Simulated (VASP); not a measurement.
# MgPb2N2 (P-3m1) in VASP: a series of runs

The runs below take MgPb2N2 through single point, with LDA.

All numbers are computed with VASP 6.6.1; they aren't measurements. Logs are shortened: lines on timing, memory, paths and dates and some standing lists are left out, and cuts for length are marked.

### Step 1. The cell of the first run

The structure is trigonal, space group P-3m1 (No. 164). The conventional cell has a = 3.438 Å, b = 3.438 Å, c = 8.987 Å, α = 90.00°, β = 90.00°, γ = 120.00°. Within 3.1 Å of Mg (site symmetry -3m) lie 6 N at 2.34 Å. Pb (site symmetry 3m) has 3 N at 2.39 Å within 3.2 Å. N (site symmetry 3m) has 3 Mg at 2.34 Å and 3 Pb at 2.39 Å within 3.1 Å.

### Step 2. Single point, LDA

Input file INCAR:

```
SYSTEM = MgPb2N2
  ALGO = Normal
  EDIFF = 1E-6
  ENCUT = 520
  ISIF = 2
  ISMEAR = 0
  LASPH = .True.
  LCHARG = .True.
  LELF = .True.
  LREAL = .False.
  LVHAR = .True.
  LWAVE = .False.
  NBANDS = 28
  NELM = 100
  PREC = Accurate
  SIGMA = 0.05
```

Input file KPOINTS:

```
k-points
0
Gamma
  12 12 4
  0 0 0
```

Input file POSCAR:

```
MgPb2N2
1.0
    3.4382122358      0.0000000000      0.0000000000
   -1.7191061179      2.9775791398      0.0000000000
    0.0000000000      0.0000000000      8.9870227705
Mg Pb N
1 2 2
Direct
    0.0000000000      0.0000000000      0.0000000000
    0.6666666667      0.3333333333      0.2865500000
    0.3333333333      0.6666666667      0.7134500000
    0.6666666667      0.3333333333      0.8618210000
    0.3333333333      0.6666666667      0.1381790000
```

Potentials or basis: VASP PAW LDA potentials, release 64 (Mg, Pb_d, N).

Launch:

```bash
cat potpaw_LDA.64/Mg/POTCAR potpaw_LDA.64/Pb_d/POTCAR potpaw_LDA.64/N/POTCAR > POTCAR
mpirun -np 1 vasp_std > vasp.out
```

OUTCAR:

```text
SYSTEM = MgPb2N2
   EDIFF = 1E-6
   ENCUT = 520
   ISIF = 2
   ISMEAR = 0
   LASPH = .True.
   LREAL = .False.
   NELM = 100
   PREC = Accurate

 ion  position               nearest neighbor table
   1  0.000  0.000  0.000-   4 2.34   5 2.34   5 2.34   4 2.34   4 2.34   5 2.34   2 3.25   3 3.25
                             3 3.25   2 3.25   3 3.25   2 3.25
   2  0.667  0.333  0.287-   5 2.39   5 2.39   5 2.39   1 3.25   1 3.25   1 3.25
   3  0.333  0.667  0.713-   4 2.39   4 2.39   4 2.39   1 3.25   1 3.25   1 3.25
   4  0.667  0.333  0.862-   1 2.34   1 2.34   1 2.34   3 2.39   3 2.39   3 2.39
   5  0.333  0.667  0.138-   1 2.34   1 2.34   1 2.34   2 2.39   2 2.39   2 2.39

  LATTYP: Found a hexagonal cell.
 ALAT       =     3.4382122358
 C/A-ratio  =     2.6138650421

  Lattice vectors:

 A1 = (   3.4382122358,   0.0000000000,   0.0000000000)
 A2 = (  -1.7191061179,   2.9775791398,   0.0000000000)
 A3 = (   0.0000000000,   0.0000000000,   8.9870227705)

Analysis of symmetry for initial positions (statically):
=====================================================================
 Subroutine PRICEL returns:
 Original cell was already a primitive cell.

 Routine SETGRP: Setting up the symmetry group for a
 hexagonal supercell.

 Subroutine GETGRP returns: Found 12 space group operations
 (whereof 12 operations were pure point group operations)
 out of a pool of 24 trial point group operations.

The static configuration has the point symmetry D_3d.

Analysis of symmetry for dynamics (positions and initial velocities):
=====================================================================
 Subroutine PRICEL returns:
 Original cell was already a primitive cell.

 Routine SETGRP: Setting up the symmetry group for a
 hexagonal supercell.

 Subroutine GETGRP returns: Found 12 space group operations
 (whereof 12 operations were pure point group operations)
 out of a pool of 24 trial point group operations.

The dynamic configuration has the point symmetry D_3d.

 Subroutine INISYM returns: Found 12 space group operations
 (whereof 12 operations are pure point group operations),
 and found     1 'primitive' translations

----------------------------------------------------------------------------------------

                                     Primitive cell

  volume of cell :      92.0051

  direct lattice vectors                    reciprocal lattice vectors
     3.438212236  0.000000000  0.000000000     0.290848828  0.167921649  0.000000000
    -1.719106118  2.977579140  0.000000000     0.000000000  0.335843299  0.000000000
     0.000000000  0.000000000  8.987022770     0.000000000  0.000000000  0.111271555

  length of vectors
     3.438212236  3.438212236  8.987022770     0.335843299  0.335843299  0.111271555

  position of ions in fractional coordinates (direct lattice)
     0.000000000  0.000000000  0.000000000
     0.666666667  0.333333333  0.286550000
     0.333333333  0.666666667  0.713450000
     0.666666667  0.333333333  0.861821000
     0.333333333  0.666666667  0.138179000

  ion indices of the primitive-cell ions
   primitive index   ion index
                 1           1
                 2           2
                 3           3
                 4           4
                 5           5

----------------------------------------------------------------------------------------

 KPOINTS: k-points

Automatic generation of k-mesh.
 Grid dimensions read from file:
 generate k-points for:   12   12    4

 Generating k-lattice:

  Cartesian coordinates                     Fractional coordinates (reciprocal lattice)
     0.024237402  0.013993471  0.000000000     0.083333333  0.000000000  0.000000000
     0.000000000  0.027986942  0.000000000     0.000000000  0.083333333  0.000000000
     0.000000000  0.000000000  0.027817889     0.000000000  0.000000000  0.250000000

  Length of vectors
     0.027986942  0.027986942  0.027817889

  Shift w.r.t. Gamma in fractional coordinates (k-lattice)
     0.000000000  0.000000000  0.000000000

[... 53 lines left out ...]
      2     -11.1194      2.00000
      3     -10.9672      2.00000
      4     -10.9661      2.00000
      5     -10.9616      2.00000
      6     -10.9519      2.00000
[... 20 lines left out ...]
     27      13.1952      0.00000
     28      14.5625      0.00000

 k-point     4 :       0.2500   -0.0000    0.0000
  band No.  band energies     occupation
      1     -11.2077      2.00000
      2     -11.1979      2.00000
      3     -10.9706      2.00000
      4     -10.9623      2.00000
      5     -10.8918      2.00000
      6     -10.8907      2.00000
[... 20 lines left out ...]
     27      13.1325      0.00000
     28      13.6103      0.00000

 k-point     5 :       0.3333   -0.0000    0.0000
  band No.  band energies     occupation
      1     -11.2885      2.00000
      2     -11.2787      2.00000
      3     -11.0178      2.00000
      4     -11.0078      2.00000
      5     -10.8507      2.00000
      6     -10.8429      2.00000
[... 20 lines left out ...]
     27      12.6953      0.00000
     28      13.3383      0.00000

 k-point     6 :       0.4167   -0.0000    0.0000
  band No.  band energies     occupation
      1     -11.3443      2.00000
      2     -11.3380      2.00000
      3     -11.0498      2.00000
      4     -11.0385      2.00000
      5     -10.8560      2.00000
      6     -10.8448      2.00000
[... 463 lines left out ...]
      5     -11.0064      2.00000
      6     -10.9995      2.00000
[... 20 lines left out ...]
     27      13.0153      0.00000
     28      14.6009      0.00000

 k-point    22 :       0.0000    0.0833    0.2500
  band No.  band energies     occupation
      1     -11.0666      2.00000
      2     -11.0651      2.00000
      3     -11.0231      2.00000
      4     -11.0218      2.00000
      5     -11.0070      2.00000
      6     -10.9990      2.00000
[... 20 lines left out ...]
     27      13.0548      0.00000
     28      14.6459      0.00000

 k-point    23 :       0.1667   -0.0000    0.2500
  band No.  band energies     occupation
      1     -11.1250      2.00000
      2     -11.1195      2.00000
      3     -10.9673      2.00000
      4     -10.9659      2.00000
      5     -10.9610      2.00000
      6     -10.9524      2.00000
[... 20 lines left out ...]
     27      13.1275      0.00000
     28      14.2878      0.00000

 k-point    24 :       0.0000    0.1667    0.2500
  band No.  band energies     occupation
      1     -11.1237      2.00000
      2     -11.1206      2.00000
      3     -10.9673      2.00000
      4     -10.9660      2.00000
      5     -10.9633      2.00000
      6     -10.9500      2.00000
[... 20 lines left out ...]
     27      13.2343      0.00000
     28      14.2884      0.00000

 [... further k-points ...]

------------------------ aborting loop because EDIFF is reached ----------------------------------------

  FORCE on cell =-STRESS in cart. coord.  units (eV):
  Direction    XX          YY          ZZ          XY          YZ          ZX
  --------------------------------------------------------------------------------------
  -------------------------------------------------------------------------------------
  Total       -4.7841700     -4.7841700     -1.5015727      0.0000000      0.0000000      0.0000000
  in kB      -83.3115751    -83.3115751    -26.1484001      0.0000000      0.0000000      0.0000000
  external PRESSURE =     -64.2571834 kB  Pullay stress =       0.0000000 kB

 VOLUME and BASIS-vectors are now :
 -----------------------------------------------------------------------------
  energy-cutoff  :      520.00
  volume of cell :       92.01
      direct lattice vectors                 reciprocal lattice vectors
     3.438212236  0.000000000  0.000000000     0.290848828  0.167921649  0.000000000
    -1.719106118  2.977579140  0.000000000     0.000000000  0.335843299  0.000000000
     0.000000000  0.000000000  8.987022770     0.000000000  0.000000000  0.111271555

 POSITION                                       TOTAL-FORCE (eV/Angst)
 -----------------------------------------------------------------------------------
      0.00000      0.00000      0.00000        -0.000000      0.000000      0.000000
      1.71911      0.99253      2.57523         0.000000     -0.000000     -0.184488
     -0.00000      1.98505      6.41179         0.000000      0.000000      0.184488
      1.71911      0.99253      7.74520        -0.000000      0.000000     -0.147748
     -0.00000      1.98505      1.24182        -0.000000      0.000000      0.147748
 -----------------------------------------------------------------------------------
    total drift:                                0.000000     -0.000000     -0.000000

  FREE ENERGIE OF THE ION-ELECTRON SYSTEM (eV)
  ---------------------------------------------------
  free  energy   TOTEN  =       -28.7016945670 eV

  energy  without entropy=      -28.7016944632  energy(sigma->0) =      -28.70169452
```

It took 2 min on 1 thread of AMD EPYC 9R45 (Zen 5), shared host; peak memory 0.27 GiB.

What came out:

* Free energy: -28.7017 eV
* Pressure: -6.4 GPa
* Largest force: 0.184 eV/Å
* Band gap on the k mesh: 0.27 eV, direct

Forces in eV/Å, atoms in the order of the input:
```
Mg   0.000  0.000  0.000
Pb   0.000  0.000 -0.184
Pb   0.000  0.000  0.184
N    0.000  0.000 -0.148
N    0.000  0.000  0.148
```

Stress tensor (GPa, compression positive):
```
-8.33  0.00  0.00
 0.00 -8.33  0.00
 0.00  0.00 -2.61
```

Levels at points of the mesh, in eV from the valence-band top:
| k point | band 16 | band 17 | band 18 | band 19 | band 20 | band 21 | band 22 | band 23 | band 24 | band 25 |
| --- | --- | --- | --- | --- | --- | --- | --- | --- | --- | --- |
| (0.00, 0.00, 0.00) | -1.35 | -1.35 | -0.99 | -0.99 | 0.00 | 0.27 | 2.35 | 7.02 | 7.02 | 7.03 |
| (0.50, 0.00, 0.00) | -3.36 | -2.63 | -2.43 | -1.90 | -1.35 | 0.82 | 1.28 | 3.60 | 4.49 | 5.41 |
| (0.00, 0.00, 0.50) | -1.35 | -1.35 | -1.29 | -0.99 | -0.99 | 1.32 | 2.30 | 6.86 | 6.86 | 7.02 |
| (0.50, 0.00, 0.50) | -3.65 | -2.60 | -2.41 | -1.93 | -1.43 | 0.45 | 2.02 | 2.91 | 5.55 | 5.68 |

Caveat: spin-orbit coupling is left out, which moves the levels of the heavy elements. A k mesh can miss the band edges.

(Part 1 of 2 ends here.)
